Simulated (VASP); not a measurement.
# Na in VASP: further runs

The runs below take Na through single point, with PBEsol, LDA.

All numbers are computed with VASP 6.6.1; they aren't measurements. Logs are shortened: lines on timing, memory, paths and dates and some standing lists are left out, and cuts for length are marked.

## Step 1: The cell of the first run

It takes space group Fmmm (No. 69, orthorhombic). Conventional cell: a = 4.282 Å, b = 5.935 Å, c = 6.177 Å, α = 90.00°, β = 90.00°, γ = 90.00°. Na (site symmetry mmm) has 14 Na at 3.66 to 4.28 Å within 4.8 Å.

## Step 2: Single point, PBEsol

The input, INCAR:

```
  PREC = Accurate
  ENCUT = 520
  EDIFF = 1E-6
  ISMEAR = -1
  SIGMA = 0.05
  LREAL = False
  LASPH = True
  NELM = 80
  ALGO = Normal
  ISIF = 2
  LWAVE = False
  LCHARG = True
  GGA = PS
  LELF = True
  LVHAR = True
  NBANDS = 10
```

The input, KPOINTS:

```
regular mesh
0
Gamma
  8 8 8
```

The input, POSCAR:

```
Na
1.0
   -2.1838200000      2.1838200000      2.1410000000
    2.1838200000     -2.1838200000      2.1410000000
    2.0981800000      2.0981800000     -2.1410000000
Na
1
Direct
    0.0000000000      0.0000000000      0.0000000000
```

Potentials or basis: VASP PAW PBE potentials, release 64 (Na_pv).

Command:

```
$ cat potpaw_PBE.64/Na_pv/POTCAR > POTCAR
$ mpirun -np 1 vasp_std > vasp.out
```

OUTCAR:

```text
PREC = Accurate
   ENCUT = 520
   EDIFF = 1E-6
   ISMEAR = -1
   LREAL = False
   LASPH = True
   NELM = 80
   ISIF = 2
   GGA = PS

 ion  position               nearest neighbor table
   1  0.000  0.000  0.000-

  LATTYP: Found a face centered orthorhombic cell.
 ALAT       =     4.2820000000
 B/A-ratio  =     1.3859292911
 C/A-ratio  =     1.4424978336

  Lattice vectors:

 A1 = (  -0.0856400000,   4.2820000000,   0.0000000000)
 A2 = (  -2.1838200000,   2.1838200000,   2.1410000000)
 A3 = (   2.0981800000,   2.0981800000,   2.1410000000)

Analysis of symmetry for initial positions (statically):
=====================================================================
 Subroutine PRICEL returns:
 Original cell was already a primitive cell.

 Routine SETGRP: Setting up the symmetry group for a
 face centered orthorhombic supercell.

 Subroutine GETGRP returns: Found  8 space group operations
 (whereof  8 operations were pure point group operations)
 out of a pool of  8 trial point group operations.

The static configuration has the point symmetry D_2h.

Analysis of symmetry for dynamics (positions and initial velocities):
=====================================================================
 Subroutine PRICEL returns:
 Original cell was already a primitive cell.

 Routine SETGRP: Setting up the symmetry group for a
 face centered orthorhombic supercell.

 Subroutine GETGRP returns: Found  8 space group operations
 (whereof  8 operations were pure point group operations)
 out of a pool of  8 trial point group operations.

The dynamic configuration has the point symmetry D_2h.

 Subroutine INISYM returns: Found  8 space group operations
 (whereof  8 operations are pure point group operations),
 and found     1 'primitive' translations

----------------------------------------------------------------------------------------

                                     Primitive cell

  volume of cell :      39.2407

  direct lattice vectors                    reciprocal lattice vectors
[... 74 lines left out ...]
   NGXF,Y,Z  is equivalent  to a cutoff of  24.77, 24.77, 25.44 a.u.
 SYSTEM =  unknown system
   PREC   = accura    normal or accurate (medium, high low for compatibility)
   ISTART =      0    job   : 0-new  1-cont  2-samecut
   ICHARG =      2    charge: 1-file 2-atom 10-const
   ISPIN  =      1    spin polarized calculation?
   LNONCOLLINEAR =      F non collinear calculations
   LSORBIT =      F    spin-orbit coupling
   LASPH  =      T    aspherical Exc in radial PAW
   ENCUT  =  520.0 eV  38.22 Ry    6.18 a.u.   6.99  6.99  6.80*2*pi/ulx,y,z
   NELM   =     80;   NELMIN=  2; NELMDL= -5     # of ELM steps
   EDIFF  = 0.1E-05   stopping-criterion for ELM
   LREAL  =      F    real-space projection
   EDIFFG = 0.1E-04   stopping-criterion for IOM
   NSW    =      0    number of steps for IOM
   IBRION =     -1    ionic relax: 0-MD 1-quasi-New 2-CG
   NFREE  =      0    steps in history (QN), initial steepest desc. (CG)
   ISIF   =      2    stress and relaxation
   ISYM   =      2    0-nonsym 1-usesym 2-fastsym
   POTIM  = 0.5000    time-step for ionic-motion
   TEBEG  =    0.0;   TEEND  =   0.0 temperature during run
   PSTRESS=    0.0 pullay stress
   NELECT =       7.0000    total number of electrons
   NUPDOWN=      -1.0000    fix difference up-down
   EMIN   =  10.00;   EMAX   =-10.00  energy-range for DOS
   EFERMI =   0.00;   METHOD = LEGACY
   ISMEAR =    -1;   SIGMA  =   0.05  broadening in eV -4-tet -1-fermi 0-gaus
   EFERMI_NEDOS =   21; number of points for ismear=-14 and -15
   IALGO  =     38    algorithm
   IMIX   =      4    mixing-type and parameters
     AMIX     =   0.40;   BMIX     =  1.00
     AMIX_MAG =   1.60;   BMIX_MAG =  1.00
  volume/ion in A,a.u.               =      39.24       264.81
  Fermi-wavevector in a.u.,A,eV,Ry     =   0.921571  1.741517 11.555332  0.849293
  Thomas-Fermi vector in A             =   2.047002
   LORBIT       =      0    0 simple, 1 ext, 2 COOP (PROOUT), +10 PAW based schemes
   GGA     = PS    functional components
   LHFCALC =     F    Hartree Fock is set to
   AEXX    =    0.0000 exact exchange contribution
   IVDW    =     0    specifies the selected vdW correction
   LEPSILON=     F    determine dielectric tensor
   LRPA    =     F    only Hartree local field effects (RPA)
 non-spin polarized calculation
  energy-cutoff  :      520.00
  volume of cell :       39.24
 maximum number of plane-waves:      1070
   NGX = 13   NGY = 13   NGZ = 13

 number of electron       7.0000007 magnetization

 Free energy of the ion-electron system (eV)
  ---------------------------------------------------
  ext. energy  EPLUGINS =         0.00000000
  ---------------------------------------------------
  free energy    TOTEN  =        -1.38715939 eV

  energy without entropy =       -1.38108691  energy(sigma->0) =       -1.38412315

 E-fermi :   0.2096     XC(G=0):  -6.3532

 val. band max:        0.2070608429   @ k =   0.5000   0.3750   0.0000
 cond. band min:       0.2819602215   @ k =  -0.3750   0.3750   0.2500
 fundamental gap:      0.0748993786
 Fermi energy:         0.2096451670

 k-point     1 :       0.0000    0.0000    0.0000
  band No.  band energies     occupation
      1     -24.6856      2.00000
      2     -24.6850      2.00000
      3     -24.6841      2.00000
      4      -3.0095      2.00000
      5      11.3058      0.00000
      6      11.4243      0.00000
      7      11.6194      0.00000
      8      12.4749      0.00000
      9      12.4961      0.00000
     10      12.7142      0.00000
[... 287 lines left out ...]
 k-point    24 :       0.2500   -0.0000    0.1250
  band No.  band energies     occupation
      1     -24.7079      2.00000
      2     -24.6914      2.00000
      3     -24.6862      2.00000
      4      -1.1551      2.00000
      5       4.7084      0.00000
      6       7.0326      0.00000
      7       8.6639      0.00000
      8      10.2696      0.00000
      9      12.4390      0.00000
     10      13.3061      0.00000

 [... further k-points ...]
[... 5 lines left out ...]
  --------------------------------------------------------------------------------------
  -------------------------------------------------------------------------------------
  Total       -0.1215835     -0.1215835     -0.1409081      0.0299600      0.0000000     -0.0000000
  in kB       -4.9641982     -4.9641982     -5.7532094      1.2232536      0.0000000     -0.0000000
  external PRESSURE =      -5.2272019 kB  Pullay stress =       0.0000000 kB

 VOLUME and BASIS-vectors are now :
 -----------------------------------------------------------------------------
  energy-cutoff  :      520.00
  volume of cell :       39.24
      direct lattice vectors                 reciprocal lattice vectors
    -2.183820000  2.183820000  2.141000000     0.004672584  0.233629183  0.233535731
     2.183820000 -2.183820000  2.141000000     0.233629183  0.004672584  0.233535731
     2.098180000  2.098180000 -2.141000000     0.238301766  0.238301766  0.000000000

 POSITION                                       TOTAL-FORCE (eV/Angst)
 -----------------------------------------------------------------------------------
      0.00000      0.00000      0.00000         0.000000      0.000000      0.000000
 -----------------------------------------------------------------------------------
    total drift:                                0.000000     -0.000000     -0.000000

  FREE ENERGIE OF THE ION-ELECTRON SYSTEM (eV)
  ---------------------------------------------------
  free  energy   TOTEN  =        -1.3871593882 eV

  energy  without entropy=       -1.3810869138  energy(sigma->0) =       -1.38412315
```

stdout:

```text
POSCAR found type information on POSCAR Na
 POSCAR found :  1 types and       1 ions
 scaLAPACK will be used
 -----------------------------------------------------------------------------
|                                                                             |
|                                                                             |
|     You enforced a specific xc type in the INCAR file but a different       |
|     I HOPE YOU KNOW WHAT YOU ARE DOING!                                     |
|                                                                             |
 -----------------------------------------------------------------------------

 LDA part: xc-table for (Slater+PW92), standard interpolation
 POSCAR, INCAR and KPOINTS ok, starting setup
 FFT: planning ... GRIDC
 FFT: planning ... GRID_SOFT
 FFT: planning ... GRID
 WAVECAR not read
 entering main loop
```

It took 35 s on 1 thread of Intel Xeon 8259CL, shared host; peak memory 0.17 GiB.

Results:

```yaml
Free_energy: -1.3872 eV
Pressure: -0.5 GPa
```

Caveat: the PAW data sets were made with another functional, which shifts forces and pressure a little.

## Step 3: Single point, LDA

This run uses another cell than the first one, of 36.90 Å³/atom, 0.940 times its volume.

The input, INCAR:

```
  PREC = Accurate
  ENCUT = 520
  EDIFF = 1E-6
  ISMEAR = -1
  SIGMA = 0.05
  LREAL = False
  LASPH = True
  NELM = 100
  ALGO = Normal
  ISIF = 2
  LWAVE = False
  LCHARG = False
  GGA = CA
  NBANDS = 10
```

The input, KPOINTS:

```
regular mesh
0
Gamma
  9 9 9
```

The input, POSCAR:

```
Na
1.0
   -2.0972938588      2.0972938588      2.0972938588
    2.0972938588     -2.0972938588      2.0972938588
    2.0972938588      2.0972938588     -2.0972938588
Na
1
Direct
    0.0000000000      0.0000000000      0.0000000000
```

Potentials or basis: VASP PAW LDA potentials, release 64 (Na_pv).

Command:

```
$ cat potpaw_LDA.64/Na_pv/POTCAR > POTCAR
$ mpirun -np 1 vasp_std > vasp.out
```

Run time: 3.1 s. Hardware: 1 thread of Intel Xeon 6975P-C (Granite Rapids), shared host; peak memory 0.13 GiB.

It converged, with:

```
Free energy : -1.4514 eV
Pressure    : -0.8 GPa
```

Levels at points of the mesh, in eV from the Fermi level:
```tsv
k point	band 1	band 2	band 3	band 4	band 5	band 6	band 7	band 8
(0.00, 0.00, 0.00)	-24.92	-24.92	-24.92	-3.28	11.69	11.69	11.69	12.79
```
